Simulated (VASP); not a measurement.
# BP (I-4m2) in VASP: notebook

BP is run at these levels: PBE; tasks: single point.

Everything below comes from runs of VASP 6.6.1. Logs are shortened: lines on timing, memory, paths and dates and some standing lists are left out, and cuts for length are marked.

## (1) The cell of the first run

It takes space group I-4m2 (No. 119, tetragonal). Conventional cell: a = 3.241 Å, b = 3.241 Å, c = 4.538 Å, α = 90.00°, β = 90.00°, γ = 90.00°. B (site symmetry -4m2) has 4 P at 1.98 Å within 2.6 Å. P (site symmetry -4m2) has 4 B at 1.98 Å within 2.6 Å.

## (2) Single point, PBE (equal xx and yy strain of +1 %)

INCAR

```
SYSTEM = BP
PREC = Accurate
ENCUT = 520
EDIFF = 1E-7
ISMEAR = -1
SIGMA = 0.05
LREAL = .FALSE.
LASPH = .TRUE.
NELM = 100
ALGO = Normal
ISIF = 2
LWAVE = .FALSE.
LCHARG = .TRUE.
GGA = PE
LELF = .TRUE.
LVHAR = .TRUE.
NBANDS = 11
```

KPOINTS

```
regular mesh
0
G
  15 15 15
  0 0 0
```

POSCAR

```
BP
1.0
    0.0000000000      2.2916900000      2.2690000000
    2.2916900000      0.0000000000      2.2690000000
    2.2916900000      2.2916900000      0.0000000000
B P
1 1
Direct
    0.0000000000      0.0000000000      0.0000000000
    0.7500000000      0.7500000000      0.7500000000
```

Potentials or basis: VASP PAW PBE potentials, release 64 (B, P).

Started as:

```bash
> cat potpaw_PBE.64/B/POTCAR potpaw_PBE.64/P/POTCAR > POTCAR
> mpirun -np 1 vasp_std > vasp.out
```

OUTCAR:

```text
SYSTEM = BP
   PREC = Accurate
   ENCUT = 520
   EDIFF = 1E-7
   ISMEAR = -1
   LREAL = .FALSE.
   LASPH = .TRUE.
   NELM = 100
   ISIF = 2
   GGA = PE

 ion  position               nearest neighbor table
   1  0.000  0.000  0.000-   2 1.98   2 1.98   2 1.98   2 1.98
   2  0.750  0.750  0.750-   1 1.98   1 1.98   1 1.98   1 1.98

  LATTYP: Found a body centered tetragonal cell.
 ALAT       =     3.2409390788
 C/A-ratio  =     1.4002114479

  Lattice vectors:

 A1 = (   0.0000000000,  -2.2916900000,  -2.2690000000)
 A2 = (   0.0000000000,   2.2916900000,  -2.2690000000)
 A3 = (   2.2916900000,   0.0000000000,   2.2690000000)

Analysis of symmetry for initial positions (statically):
=====================================================================
 Subroutine PRICEL returns:
 Original cell was already a primitive cell.

 Routine SETGRP: Setting up the symmetry group for a
 body centered tetragonal supercell.

 Subroutine GETGRP returns: Found  8 space group operations
 (whereof  8 operations were pure point group operations)
 out of a pool of 16 trial point group operations.

The static configuration has the point symmetry D_2d.

Analysis of symmetry for dynamics (positions and initial velocities):
=====================================================================
 Subroutine PRICEL returns:
 Original cell was already a primitive cell.

 Routine SETGRP: Setting up the symmetry group for a
 body centered tetragonal supercell.

 Subroutine GETGRP returns: Found  8 space group operations
 (whereof  8 operations were pure point group operations)
 out of a pool of 16 trial point group operations.

The dynamic configuration has the point symmetry D_2d.

 Subroutine INISYM returns: Found  8 space group operations
 (whereof  8 operations are pure point group operations),
 and found     1 'primitive' translations

----------------------------------------------------------------------------------------

                                     Primitive cell

  volume of cell :      23.8329

  direct lattice vectors                    reciprocal lattice vectors
     0.000000000  2.291690000  2.269000000    -0.218179597  0.218179597  0.220361393
     2.291690000  0.000000000  2.269000000     0.218179597 -0.218179597  0.220361393
     2.291690000  2.291690000  0.000000000     0.218179597  0.218179597 -0.220361393

  length of vectors
     3.224934737  3.224934737  3.240939079     0.379161992  0.379161992  0.379161992

[... 80 lines left out ...]
   EDIFF  = 0.1E-06   stopping-criterion for ELM
   LREAL  =      F    real-space projection
   EDIFFG = 0.1E-05   stopping-criterion for IOM
   NSW    =      0    number of steps for IOM
   IBRION =     -1    ionic relax: 0-MD 1-quasi-New 2-CG
   NFREE  =      0    steps in history (QN), initial steepest desc. (CG)
   ISIF   =      2    stress and relaxation
   ISYM   =      2    0-nonsym 1-usesym 2-fastsym
   POTIM  = 0.5000    time-step for ionic-motion
   TEBEG  =    0.0;   TEEND  =   0.0 temperature during run
   PSTRESS=    0.0 pullay stress
   NELECT =       8.0000    total number of electrons
   NUPDOWN=      -1.0000    fix difference up-down
   EMIN   =  10.00;   EMAX   =-10.00  energy-range for DOS
   EFERMI =   0.00;   METHOD = LEGACY
   ISMEAR =    -1;   SIGMA  =   0.05  broadening in eV -4-tet -1-fermi 0-gaus
   EFERMI_NEDOS =   21; number of points for ismear=-14 and -15
   IALGO  =     38    algorithm
   IMIX   =      4    mixing-type and parameters
     AMIX     =   0.40;   BMIX     =  1.00
     AMIX_MAG =   1.60;   BMIX_MAG =  1.00
  volume/ion in A,a.u.               =      11.92        80.42
  Fermi-wavevector in a.u.,A,eV,Ry     =   1.137748  2.150032 17.612341  1.294471
  Thomas-Fermi vector in A             =   2.274453
   LORBIT       =      0    0 simple, 1 ext, 2 COOP (PROOUT), +10 PAW based schemes
   GGA     = PE    functional components
   LHFCALC =     F    Hartree Fock is set to
   AEXX    =    0.0000 exact exchange contribution
   IVDW    =     0    specifies the selected vdW correction
   LEPSILON=     F    determine dielectric tensor
   LRPA    =     F    only Hartree local field effects (RPA)
 non-spin polarized calculation
  energy-cutoff  :      520.00
  volume of cell :       23.83
 maximum number of plane-waves:       654
   NGX = 11   NGY = 11   NGZ = 13

 number of electron       7.9999999 magnetization

 Free energy of the ion-electron system (eV)
  ---------------------------------------------------
  ext. energy  EPLUGINS =         0.00000000
  ---------------------------------------------------
  free energy    TOTEN  =       -12.92763450 eV

  energy without entropy =      -12.92763447  energy(sigma->0) =      -12.92763448

 E-fermi :   7.8103     XC(G=0): -10.8219

 val. band max:        7.2625294868   @ k =   0.0000   0.0000   0.0000
 cond. band min:       8.3807836429   @ k =   0.4000   0.4000   0.0000
 fundamental gap:      1.1182541562
 Fermi energy:         7.8102702385

 k-point     1 :       0.0000    0.0000    0.0000
  band No.  band energies     occupation
      1      -8.0849      2.00000
      2       7.1672      1.99999
      3       7.1672      1.99999
      4       7.2625      1.99997
      5      10.5339      0.00000
      6      10.5906      0.00000
      7      10.5906      0.00000
      8      14.2705      0.00000
      9      18.5796      0.00000
     10      19.1431      0.00000
     11      19.3978      0.00000
[... 309 lines left out ...]
 k-point    24 :       0.2000    0.1333    0.0000
  band No.  band energies     occupation
      1      -7.3719      2.00000
      2       4.6040      2.00000
      3       5.4787      2.00000
      4       5.8613      2.00000
      5       9.8412      0.00000
      6      12.7834      0.00000
      7      12.9425      0.00000
      8      14.2261      0.00000
      9      17.8823      0.00000
     10      19.6557      0.00000
     11      20.6242      0.00000

 [... further k-points ...]
[... 5 lines left out ...]
  --------------------------------------------------------------------------------------
  -------------------------------------------------------------------------------------
  Total       -0.4667995     -0.4667995     -0.0817075      0.0000000      0.0000000      0.0000000
  in kB      -31.3808532    -31.3808532     -5.4928324      0.0000000      0.0000000      0.0000000
  external PRESSURE =     -22.7515129 kB  Pullay stress =       0.0000000 kB

 VOLUME and BASIS-vectors are now :
 -----------------------------------------------------------------------------
  energy-cutoff  :      520.00
  volume of cell :       23.83
      direct lattice vectors                 reciprocal lattice vectors
     0.000000000  2.291690000  2.269000000    -0.218179597  0.218179597  0.220361393
     2.291690000  0.000000000  2.269000000     0.218179597 -0.218179597  0.220361393
     2.291690000  2.291690000  0.000000000     0.218179597  0.218179597 -0.220361393

 POSITION                                       TOTAL-FORCE (eV/Angst)
 -----------------------------------------------------------------------------------
      0.00000      0.00000      0.00000         0.000000      0.000000     -0.000000
      3.43754      3.43754      3.40350        -0.000000     -0.000000      0.000000
 -----------------------------------------------------------------------------------
    total drift:                               -0.000000     -0.000000     -0.000000

  FREE ENERGIE OF THE ION-ELECTRON SYSTEM (eV)
  ---------------------------------------------------
  free  energy   TOTEN  =       -12.9276344961 eV

  energy  without entropy=      -12.9276344671  energy(sigma->0) =      -12.92763448
```

OSZICAR:

```text
N       E                     dE             d eps       ncg     rms          rms(c)
DAV:   1     0.943732656968E+01    0.94373E+01   -0.39749E+03  6344   0.658E+02
DAV:   2    -0.129703547471E+02   -0.22408E+02   -0.21466E+02  8728   0.110E+02
DAV:   3    -0.135907474586E+02   -0.62039E+00   -0.61880E+00  7975   0.158E+01
DAV:   4    -0.135932238608E+02   -0.24764E-02   -0.24761E-02  7314   0.119E+00
DAV:   5    -0.135932369994E+02   -0.13139E-04   -0.13139E-04  7879   0.850E-02    0.700E+00
DAV:   6    -0.130194537884E+02    0.57378E+00   -0.13345E+00  7194   0.493E+00    0.378E+00
DAV:   7    -0.129346892952E+02    0.84764E-01   -0.21446E-01  7947   0.231E+00    0.131E+00
DAV:   8    -0.129271000758E+02    0.75892E-02   -0.25863E-02  7420   0.911E-01    0.186E-01
DAV:   9    -0.129274254332E+02   -0.32536E-03   -0.71588E-04  7420   0.179E-01    0.116E-01
DAV:  10    -0.129276229233E+02   -0.19749E-03   -0.25107E-04  7180   0.992E-02    0.278E-02
DAV:  11    -0.129276335038E+02   -0.10581E-04   -0.11175E-05  8127   0.222E-02    0.316E-02
DAV:  12    -0.129276345511E+02   -0.10473E-05   -0.45591E-06  7170   0.105E-02    0.126E-02
DAV:  13    -0.129276344293E+02    0.12186E-06   -0.11809E-07  5944   0.227E-03    0.543E-03
DAV:  14    -0.129276344961E+02   -0.66840E-07   -0.40928E-08  3660   0.117E-03
   1 F= -.12927634E+02 E0= -.12927634E+02  d E =-.290632E-07
```

stdout:

```text
POSCAR found type information on POSCAR B P
 POSCAR found :  2 types and       2 ions
 scaLAPACK will be used
 LDA part: xc-table for (Slater+PW92), standard interpolation
 POSCAR, INCAR and KPOINTS ok, starting setup
 FFT: planning ... GRIDC
 FFT: planning ... GRID_SOFT
 FFT: planning ... GRID
 WAVECAR not read
 entering main loop
```

Run time: 51 s. Hardware: 1 thread of Intel Xeon Platinum 8375C at 2.90GHz (Ice Lake), shared host; peak memory 0.19 GiB.

Results:

- Free energy: -12.9276 eV
- Pressure: -2.3 GPa
- Band gap on the k mesh: 1.12 eV, indirect (least direct gap 3.27 eV)

Levels at points of the mesh, in eV from the valence-band top:
```tsv
k point	band 1	band 2	band 3	band 4	band 5	band 6	band 7	band 8
(0.00, 0.00, 0.00)	-15.35	-0.10	-0.10	0.00	3.27	3.33	3.33	7.01
```

Caveat: the cell differs from its parent crystal (equal xx and yy strain of +1 %). A k mesh can miss the band edges.

## (3) Single point, PBE (equal xx and yy strain of +3 %)

INCAR

```
SYSTEM = BP
ALGO = Normal
EDIFF = 1E-6
ENCUT = 520
GGA = PE
ISIF = 2
ISMEAR = -1
LASPH = .True.
LCHARG = .True.
LELF = .True.
LREAL = .False.
LVHAR = .True.
LWAVE = .False.
NBANDS = 11
NELM = 60
PREC = Accurate
SIGMA = 0.05
```

KPOINTS

```
k-points
0
Gamma
  15 15 15
  0 0 0
```

POSCAR

```
BP
1.0
    0.0000000000      2.3370700000      2.2690000000
    2.3370700000      0.0000000000      2.2690000000
    2.3370700000      2.3370700000      0.0000000000
B P
1 1
Direct
    0.0000000000      0.0000000000      0.0000000000
    0.7500000000      0.7500000000      0.7500000000
```

Potentials or basis: VASP PAW PBE potentials, release 64 (B, P).

Started as:

```bash
> cat potpaw_PBE.64/B/POTCAR potpaw_PBE.64/P/POTCAR > POTCAR
> mpirun -np 1 vasp_std > vasp.out
```

It took 63 s on 1 thread of Intel Xeon Platinum 8375C at 2.90GHz (Ice Lake), shared host; peak memory 0.2 GiB.

Results (log left out):

```
Free energy            : -12.8875 eV
Pressure               : -7.9 GPa
Band gap on the k mesh : 0.89 eV, indirect (least direct gap 3.03 eV)
```

Stress tensor (GPa, compression positive):
```
-10.26   0.00   0.00
  0.00 -10.26   0.00
  0.00   0.00  -3.03
```

Levels at points of the mesh, in eV from the valence-band top:
```csv
k point,band 2,band 3,band 4,band 5,band 6,band 7
"(0.00, 0.00, 0.00)",-0.27,-0.27,0.00,3.03,3.20,3.20
```

Caveat: the cell differs from its parent crystal (equal xx and yy strain of +3 %). A k mesh can miss the band edges.
